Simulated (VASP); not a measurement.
# Rb2ZnPdC6N6 (Fm-3m) in VASP: notebook

Runs on Rb2ZnPdC6N6. Level: PBE. Tasks: single point.

Program: VASP 6.6.1. These are calculated values, not measurements. Logs are shortened: lines on timing, memory, paths and dates and some standing lists are left out, and cuts for length are marked.

## (1) The cell of the first run

Symmetry: Fm-3m, No. 225, cubic system. Conventional cell: a = 11.171 Å, b = 11.171 Å, c = 11.171 Å, α = 90.00°, β = 90.00°, γ = 90.00°. Within 5.2 Å of Rb (site symmetry -43m) lie 12 C at 3.99 Å and 12 N at 3.99 Å and 4 Zn at 4.84 Å and 4 Pd at 4.84 Å. Within 2.9 Å of Zn (site symmetry m-3m) lie 6 C at 2.21 Å. Within 2.9 Å of Pd (site symmetry m-3m) lie 6 N at 2.20 Å. Within 1.6 Å of C (site symmetry 4mm) lie 1 N at 1.17 Å. Within 1.6 Å of N (site symmetry 4mm) lie 1 C at 1.17 Å.

## (2) Single point, PBE, collinear spin

Input file INCAR:

```
PREC     = Accurate       # precision mode
ENCUT    = 520            # plane-wave cutoff, eV
EDIFF    = 1E-6           # SCF threshold, eV
ISMEAR   = 0              # smearing method
SIGMA    = 0.02           # smearing width, eV
LREAL    = Auto         
LASPH    = T              # aspherical terms in the spheres
NELM     = 150            # most SCF steps
ALGO     = Normal         # electronic algorithm
ISIF     = 2              # what is computed and relaxed
LWAVE    = F              # write WAVECAR
LCHARG   = T              # write CHGCAR
ISPIN    = 2              # spin polarisation
MAGMOM   = 0 0 0 1.41 0 0 0 0 0 0 0 0 0 0 0 0 # initial moments
LORBIT   = 11             # projections on sites
LMAXMIX  = 4              # l up to which the mixer works
GGA      = PE             # functional
LELF     = T              # ELF
LVHAR    = T            
NBANDS   = 65             # bands
```

Input file KPOINTS:

```
regular mesh
0
Gamma
  4 4 4
```

Input file POSCAR:

```
Rb2ZnPdC6N6
1.0
    0.0000000000      5.5856777930      5.5856777930
    5.5856777930      0.0000000000      5.5856777930
    5.5856777930      5.5856777930      0.0000000000
Rb Zn Pd C N
2 1 1 6 6
Direct
    0.2500000000      0.2500000000      0.2500000000
    0.7500000000      0.7500000000      0.7500000000
    0.0000000000      0.0000000000      0.0000000000
    0.5000000000      0.5000000000      0.5000000000
    0.8018228037      0.1981771963      0.1981771963
    0.1981771963      0.8018228037      0.1981771963
    0.1981771963      0.1981771963      0.8018228037
    0.1981771963      0.8018228037      0.8018228037
    0.8018228037      0.1981771963      0.8018228037
    0.8018228037      0.8018228037      0.1981771963
    0.6969323753      0.3030676247      0.3030676247
    0.3030676247      0.6969323753      0.3030676247
    0.3030676247      0.3030676247      0.6969323753
    0.3030676247      0.6969323753      0.6969323753
    0.6969323753      0.3030676247      0.6969323753
    0.6969323753      0.6969323753      0.3030676247
```

Potentials or basis: VASP PAW PBE potentials, release 64 (Rb_sv, Zn, Pd, C, N).

On the command line:

```bash
$ cat potpaw_PBE.64/Rb_sv/POTCAR potpaw_PBE.64/Zn/POTCAR potpaw_PBE.64/Pd/POTCAR potpaw_PBE.64/C/POTCAR potpaw_PBE.64/N/POTCAR > POTCAR
$ mpirun -np 1 vasp_std > vasp.out
```

OUTCAR:

```text
PREC = Accurate
   ENCUT = 520
   EDIFF = 1E-6
   ISMEAR = 0
   LREAL = Auto
   LASPH = T
   NELM = 150
   ISIF = 2
   ISPIN = 2
   LORBIT = 11
   GGA = PE

 ion  position               nearest neighbor table
   1  0.250  0.250  0.250-   2 5.59   2 5.59   2 5.59   2 5.59   2 5.59   2 5.59
   2  0.750  0.750  0.750-   1 5.59   1 5.59   1 5.59   1 5.59   1 5.59   1 5.59
   3  0.000  0.000  0.000-   5 2.21   6 2.21   7 2.21   8 2.21   9 2.21  10 2.21
   4  0.500  0.500  0.500-  11 2.20  12 2.20  13 2.20  14 2.20  15 2.20  16 2.20
   5  0.802  0.198  0.198-  11 1.17   3 2.21
   6  0.198  0.802  0.198-  12 1.17   3 2.21
   7  0.198  0.198  0.802-  13 1.17   3 2.21
   8  0.198  0.802  0.802-  14 1.17   3 2.21
   9  0.802  0.198  0.802-  15 1.17   3 2.21
  10  0.802  0.802  0.198-  16 1.17   3 2.21
  11  0.697  0.303  0.303-   5 1.17   4 2.20
  12  0.303  0.697  0.303-   6 1.17   4 2.20
  13  0.303  0.303  0.697-   7 1.17   4 2.20
  14  0.303  0.697  0.697-   8 1.17   4 2.20
  15  0.697  0.303  0.697-   9 1.17   4 2.20
  16  0.697  0.697  0.303-  10 1.17   4 2.20

  LATTYP: Found a face centered cubic cell.
 ALAT       =    11.1713555860

  Lattice vectors:

 A1 = (   0.0000000000,   5.5856777930,   5.5856777930)
 A2 = (   5.5856777930,   0.0000000000,   5.5856777930)
 A3 = (   5.5856777930,   5.5856777930,   0.0000000000)

Analysis of symmetry for initial positions (statically):
=====================================================================
 Subroutine PRICEL returns:
 Original cell was already a primitive cell.

 Routine SETGRP: Setting up the symmetry group for a
 face centered cubic supercell.

 Subroutine GETGRP returns: Found 48 space group operations
 (whereof 48 operations were pure point group operations)
 out of a pool of 48 trial point group operations.

The static configuration has the point symmetry O_h .

Analysis of symmetry for dynamics (positions and initial velocities):
=====================================================================
 Subroutine PRICEL returns:
 Original cell was already a primitive cell.

 Routine SETGRP: Setting up the symmetry group for a
 face centered cubic supercell.

 Subroutine GETGRP returns: Found 48 space group operations
 (whereof 48 operations were pure point group operations)
 out of a pool of 48 trial point group operations.

The dynamic configuration has the point symmetry O_h .

Analysis of structural, dynamic, and magnetic symmetry:
=====================================================================
 Subroutine PRICEL returns:
 Original cell was already a primitive cell.

 Routine SETGRP: Setting up the symmetry group for a
 face centered cubic supercell.

 Subroutine GETGRP returns: Found 48 space group operations
 (whereof 48 operations were pure point group operations)
 out of a pool of 48 trial point group operations.

The overall configuration has the point symmetry O_h .

 Subroutine INISYM returns: Found 48 space group operations
 (whereof 48 operations are pure point group operations),
 and found     1 'primitive' translations

----------------------------------------------------------------------------------------

                                     Primitive cell

  volume of cell :     348.5440

  direct lattice vectors                    reciprocal lattice vectors
     0.000000000  5.585677793  5.585677793    -0.089514651  0.089514651  0.089514651
     5.585677793  0.000000000  5.585677793     0.089514651 -0.089514651  0.089514651
     5.585677793  5.585677793  0.000000000     0.089514651  0.089514651 -0.089514651

  length of vectors
     7.899341290  7.899341290  7.899341290     0.155043924  0.155043924  0.155043924

  position of ions in fractional coordinates (direct lattice)
     0.250000000  0.250000000  0.250000000
     0.750000000  0.750000000  0.750000000
[... 68 lines left out ...]
  0.500000  0.500000  0.000000      3.000000
 -0.250000  0.500000  0.250000      6.000000
   k-points           NKPTS =      8   k-points in BZ     NKDIM =      8   number of bands    NBANDS=     65
   number of dos      NEDOS =    301   number of ions     NIONS =     16
   total plane-waves  NPLWV = 216000
   dimension x,y,z NGX =    60 NGY =   60 NGZ =   60
   dimension x,y,z NGXF=   120 NGYF=  120 NGZF=  120
   ions per type =               2   1   1   6   6
   NGX,Y,Z   is equivalent  to a cutoff of  12.63, 12.63, 12.63 a.u.
   NGXF,Y,Z  is equivalent  to a cutoff of  25.25, 25.25, 25.25 a.u.
 SYSTEM =  unknown system
   PREC   = accura    normal or accurate (medium, high low for compatibility)
   ISTART =      0    job   : 0-new  1-cont  2-samecut
   ICHARG =      2    charge: 1-file 2-atom 10-const
   ISPIN  =      2    spin polarized calculation?
   LNONCOLLINEAR =      F non collinear calculations
   LSORBIT =      F    spin-orbit coupling
   LASPH  =      T    aspherical Exc in radial PAW
   ENCUT  =  520.0 eV  38.22 Ry    6.18 a.u.  14.69 14.69 14.69*2*pi/ulx,y,z
   NELM   =    150;   NELMIN=  2; NELMDL= -5     # of ELM steps
   EDIFF  = 0.1E-05   stopping-criterion for ELM
   LREAL  =      T    real-space projection
   EDIFFG = 0.1E-04   stopping-criterion for IOM
   NSW    =      0    number of steps for IOM
   IBRION =     -1    ionic relax: 0-MD 1-quasi-New 2-CG
   NFREE  =      0    steps in history (QN), initial steepest desc. (CG)
   ISIF   =      2    stress and relaxation
   ISYM   =      2    0-nonsym 1-usesym 2-fastsym
   POTIM  = 0.5000    time-step for ionic-motion
   TEBEG  =    0.0;   TEEND  =   0.0 temperature during run
   PSTRESS=    0.0 pullay stress
   NELECT =      94.0000    total number of electrons
   NUPDOWN=      -1.0000    fix difference up-down
   EMIN   =  10.00;   EMAX   =-10.00  energy-range for DOS
   EFERMI =   0.00;   METHOD = LEGACY
   ISMEAR =     0;   SIGMA  =   0.02  broadening in eV -4-tet -1-fermi 0-gaus
   EFERMI_NEDOS =   21; number of points for ismear=-14 and -15
   IALGO  =     38    algorithm
   IMIX   =      4    mixing-type and parameters
     AMIX     =   0.40;   BMIX     =  1.00
     AMIX_MAG =   1.60;   BMIX_MAG =  1.00
  volume/ion in A,a.u.               =      21.78       147.01
  Fermi-wavevector in a.u.,A,eV,Ry     =   1.057706  1.998774 15.221404  1.118742
  Thomas-Fermi vector in A             =   2.192988
   LORBIT       =     11    0 simple, 1 ext, 2 COOP (PROOUT), +10 PAW based schemes
   GGA     = PE    functional components
   LHFCALC =     F    Hartree Fock is set to
   AEXX    =    0.0000 exact exchange contribution
   IVDW    =     0    specifies the selected vdW correction
   LEPSILON=     F    determine dielectric tensor
   LRPA    =     F    only Hartree local field effects (RPA)
 spin polarized calculation
 Gauss-broadening in eV      SIGMA  =   0.02
  energy-cutoff  :      520.00
  volume of cell :      348.54
 maximum number of plane-waves:      9420
 NGX is ok and might be reduce to    60
   NGX = 29   NGY = 29   NGZ = 29

 number of electron      93.9999977 magnetization       1.9999709

 Free energy of the ion-electron system (eV)
  ---------------------------------------------------
  ext. energy  EPLUGINS =         0.00000000
  ---------------------------------------------------
  free energy    TOTEN  =      -109.15985395 eV

  energy without entropy =     -109.15985395  energy(sigma->0) =     -109.15985395

 E-fermi :   0.3780     XC(G=0):  -7.3977

 val. band max:        0.2108508990   @ k =   0.5000   0.5000   0.0000
 cond. band min:       1.1122468104   @ k =   0.5000   0.5000   0.0000
 fundamental gap:      0.9013959114
 Fermi energy:         0.3779911604

 spin component 1

 k-point     1 :       0.0000    0.0000    0.0000
  band No.  band energies     occupation
      1     -27.3816      1.00000
      2     -27.3809      1.00000
      3     -17.8152      1.00000
      4     -17.6759      1.00000
      5     -17.6759      1.00000
      6     -17.6759      1.00000
[... 485 lines left out ...]
     58       4.8381      0.00000
     59       4.8381      0.00000
 Fermi energy:         0.3779911604

 spin component 2

 k-point     1 :       0.0000    0.0000    0.0000
  band No.  band energies     occupation
      1     -27.3818      1.00000
      2     -27.3810      1.00000
      3     -17.7211      1.00000
      4     -17.5824      1.00000
      5     -17.5824      1.00000
      6     -17.5824      1.00000
[... 485 lines left out ...]
     58       4.8995      0.00000
     59       4.8995      0.00000
 [bands above 59 left out]

------------------------ aborting loop because EDIFF is reached ----------------------------------------

  FORCE on cell =-STRESS in cart. coord.  units (eV):
  Direction    XX          YY          ZZ          XY          YZ          ZX
  --------------------------------------------------------------------------------------
  -------------------------------------------------------------------------------------
  Total        0.7618856      0.7618856      0.7618856     -0.0000000      0.0000000      0.0000000
  in kB        3.5022142      3.5022142      3.5022142     -0.0000000      0.0000000      0.0000000
  external PRESSURE =       3.5022142 kB  Pullay stress =       0.0000000 kB

 VOLUME and BASIS-vectors are now :
 -----------------------------------------------------------------------------
  energy-cutoff  :      520.00
  volume of cell :      348.54
      direct lattice vectors                 reciprocal lattice vectors
     0.000000000  5.585677793  5.585677793    -0.089514651  0.089514651  0.089514651
     5.585677793  0.000000000  5.585677793     0.089514651 -0.089514651  0.089514651
     5.585677793  5.585677793  0.000000000     0.089514651  0.089514651 -0.089514651

 POSITION                                       TOTAL-FORCE (eV/Angst)
 -----------------------------------------------------------------------------------
      2.79284      2.79284      2.79284        -0.000000     -0.000000     -0.000000
      8.37852      8.37852      8.37852        -0.000000     -0.000000     -0.000000
      0.00000      0.00000      0.00000         0.000000     -0.000000     -0.000000
      5.58568      5.58568      5.58568         0.000000     -0.000000     -0.000000
      2.21391      5.58568      5.58568        -0.383627     -0.000000     -0.000000
      5.58568      2.21391      5.58568         0.000000     -0.383627     -0.000000
[... 8 lines left out ...]
      5.58568      7.78568      5.58568         0.000000     -0.406380     -0.000000
      5.58568      5.58568      7.78568         0.000000     -0.000000     -0.406380
 -----------------------------------------------------------------------------------
    total drift:                                0.000000      0.000000      0.000000

  FREE ENERGIE OF THE ION-ELECTRON SYSTEM (eV)
  ---------------------------------------------------
  free  energy   TOTEN  =      -109.1598539453 eV

  energy  without entropy=     -109.1598539453  energy(sigma->0) =     -109.15985395

 total charge

# of ion       s       p       d       tot
------------------------------------------
    1        1.930   5.354   0.003   7.287
    2        1.930   5.354   0.003   7.287
    3        0.404   0.474   9.845  10.724
    4        0.350   0.516   8.254   9.119
    5        0.976   1.594   0.000   2.570
    6        0.976   1.594   0.000   2.570
[... 8 lines left out ...]
   15        1.311   2.559   0.000   3.870
   16        1.311   2.559   0.000   3.870
--------------------------------------------------
tot         18.333  36.620  18.106  73.058

 magnetization (x)

# of ion       s       p       d       tot
------------------------------------------
    1       -0.000  -0.000   0.000  -0.000
    2       -0.000  -0.000   0.000  -0.000
    3        0.004   0.005   0.008   0.017
    4       -0.000  -0.003   1.343   1.339
    5        0.003   0.010   0.000   0.012
    6        0.003   0.010   0.000   0.012
[... 8 lines left out ...]
   15        0.022   0.066   0.000   0.088
   16        0.022   0.066   0.000   0.088
--------------------------------------------------
tot          0.151   0.457   1.351   1.959
```

Run time: 16 min. Hardware: 1 thread of Intel Xeon Platinum 8259CL at 2.50GHz (Skylake/Cascade Lake), shared host; peak memory 0.79 GiB.

Results:

```
Free energy                                           : -109.1599 eV
Pressure                                              : 0.4 GPa
Largest force                                         : 0.406 eV/Å
Band gap on the k mesh                                : 0.90 eV
Net moment                                            : 2.00 μB per cell
Site moments                                          : Rb -0.00; Zn +0.02; Pd +1.34; C +0.01; N +0.09 μB
Valence electrons inside the program's atomic spheres : Rb 7.29; Zn 10.72; Pd 9.12; C 2.57; N 3.87
```

Forces in eV/Å, atoms in the order of the input:
```
Rb   0.000  0.000  0.000
Rb   0.000  0.000  0.000
Zn   0.000  0.000  0.000
Pd   0.000  0.000  0.000
C   -0.384  0.000  0.000
C    0.000 -0.384  0.000
C    0.000  0.000 -0.384
C    0.384  0.000  0.000
C    0.000  0.384  0.000
C    0.000  0.000  0.384
N    0.406  0.000  0.000
N    0.000  0.406  0.000
N    0.000  0.000  0.406
N   -0.406  0.000  0.000
N    0.000 -0.406  0.000
N    0.000  0.000 -0.406
```

A k mesh can miss the band edges.

## (3) Single point, PBE, collinear spin

Input file INCAR:

```
  PREC = Accurate
  ENCUT = 520
  EDIFF = 1E-6
  ISMEAR = 0
  SIGMA = 0.02
  LREAL = Auto
  LASPH = T
  NELM = 150
  ALGO = Normal
  ISIF = 2
  LWAVE = F
  LCHARG = F
  ISPIN = 2
  MAGMOM = 0 0 0 1.4 0 0 0 0 0 0 0 0 0 0 0 0
  LORBIT = 11
  LMAXMIX = 4
  GGA = PE
  NBANDS = 65
```

KPOINTS is that of step 2.

POSCAR is that of step 2.

Potentials or basis: VASP PAW PBE potentials, release 64 (Rb_sv, Zn, Pd, C, N).

On the command line:

```bash
$ cat potpaw_PBE.64/Rb_sv/POTCAR potpaw_PBE.64/Zn/POTCAR potpaw_PBE.64/Pd/POTCAR potpaw_PBE.64/C/POTCAR potpaw_PBE.64/N/POTCAR > POTCAR
$ mpirun -np 1 vasp_std > vasp.out
```

It took 17 min on 1 thread of Intel Xeon 8259CL, shared host; peak memory 0.8 GiB.

The run converged. Its results:

- Free energy: -109.1599 eV
- Pressure: 0.4 GPa
- Largest force: 0.406 eV/Å
- Band gap on the k mesh: 0.90 eV
- Net moment: 2.00 μB per cell
- Site moments: Rb -0.00; Zn +0.02; Pd +1.34; C +0.01; N +0.09 μB
- Valence electrons inside the program's atomic spheres: Rb 7.29; Zn 10.72; Pd 9.12; C 2.57; N 3.87

Forces on the atoms (eV/Å):
```
Rb   0.000  0.000  0.000
Rb   0.000  0.000  0.000
Zn   0.000  0.000  0.000
Pd   0.000  0.000  0.000
C   -0.384  0.000  0.000
C    0.000 -0.384  0.000
C    0.000  0.000 -0.384
C    0.384  0.000  0.000
C    0.000  0.384  0.000
C    0.000  0.000  0.384
N    0.406  0.000  0.000
N    0.000  0.406  0.000
N    0.000  0.000  0.406
N   -0.406  0.000  0.000
N    0.000 -0.406  0.000
N    0.000  0.000 -0.406
```

Levels at points of the mesh, in eV from the valence-band top:
Spin up:
```tsv
k point	band 46	band 47	band 48	band 49	band 50	band 51
(0.00, 0.00, 0.00)	-2.12	-0.02	-0.02	2.51	3.26	3.26
(0.50, 0.00, 0.00)	-1.50	-0.34	-0.34	3.10	3.31	3.31
(0.50, 0.50, 0.00)	-1.77	-0.43	0.00	3.24	3.57	3.66
```
Spin down:
```
           k point  band 43  band 44  band 45  band 46  band 47  band 48  band 49  band 50
(0.00, 0.00, 0.00)    -2.02    -2.02    -1.82    -1.82     1.14     1.14     2.52     3.35
(0.50, 0.00, 0.00)    -1.91    -1.89    -1.45    -1.45     0.98     0.98     3.16     3.36
(0.50, 0.50, 0.00)    -1.84    -1.84    -1.81    -1.69     0.90     1.16     3.33     3.61
```
